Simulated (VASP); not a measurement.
# Si5Cl: single point with PBE

The system is Si5Cl.

```
Si Cl
1.0
     3.25666    0.00000    0.00000
     0.00000    3.25666    0.00000
     0.00000    0.00000   12.21175
Si Cl
5 1
Direct
  0.00000 0.00000 0.90442
  0.00000 0.00000 0.09558
  0.00000 0.00000 0.71074
  0.00000 0.00000 0.28926
  0.00000 0.00000 0.50000
  0.50000 0.50000 0.50000
```

The cell was built from a structure type or drawn by symmetry, and may not be a known phase.

```yaml
Program: VASP 6.6.1
Task: single point
Functional: PBE
Potentials_or_basis: VASP PAW PBE potentials, release 64 (Si, Cl)
Cutoff: 520 eV
k_mesh: 12 × 12 × 4
Occupations: gaussian, width 0.1 eV
Spin: no spin polarisation
Dipole_correction: no
Further_INCAR_settings: ALGO = Normal; EDIFF = 1e-06; NBANDS = 22
```

* Pressure: 0.0 GPa
* Band gap on the k mesh: zero (an odd number of electrons rules out a gap without spin polarisation)

Forces in eV/Å, atoms in the order of the input:
```
Si   0.000  0.000  0.002
Si   0.000  0.000 -0.002
Si   0.000  0.000  0.000
Si   0.000  0.000  0.000
Si   0.000  0.000  0.000
Cl   0.000  0.000  0.000
```

Stress tensor (GPa, compression positive):
```
 0.08  0.00  0.00
 0.00  0.08  0.00
 0.00  0.00 -0.04
```

Levels at points of the mesh, in eV from the Fermi level:
| k point | band 12 | band 13 | band 14 | band 15 | band 16 | band 17 |
| --- | --- | --- | --- | --- | --- | --- |
| (0.00, 0.00, 0.00) | 1.21 | 2.24 | 2.24 | 2.84 | 2.84 | 3.38 |
| (0.50, 0.00, 0.00) | -2.16 | -0.84 | 0.11 | 0.12 | 0.29 | 0.90 |
| (0.50, 0.50, 0.00) | -1.98 | -1.98 | -0.42 | -0.42 | -0.08 | 0.56 |
| (0.00, 0.00, 0.50) | 1.21 | 1.23 | 2.20 | 2.20 | 3.02 | 3.02 |
| (0.50, 0.00, 0.50) | -1.46 | -0.76 | -0.44 | 0.29 | 0.54 | 1.56 |
| (0.50, 0.50, 0.50) | -1.68 | -1.68 | -1.50 | -0.98 | -0.98 | 1.19 |

Wall time 120 s on 1 thread of AMD EPYC 9R45 96-Core Processor (Zen 5), on a shared host, peak memory 0.3 GiB.

Caveat: an odd number of electrons without spin polarisation forces a metal; a magnetic or distorted state may lie lower.
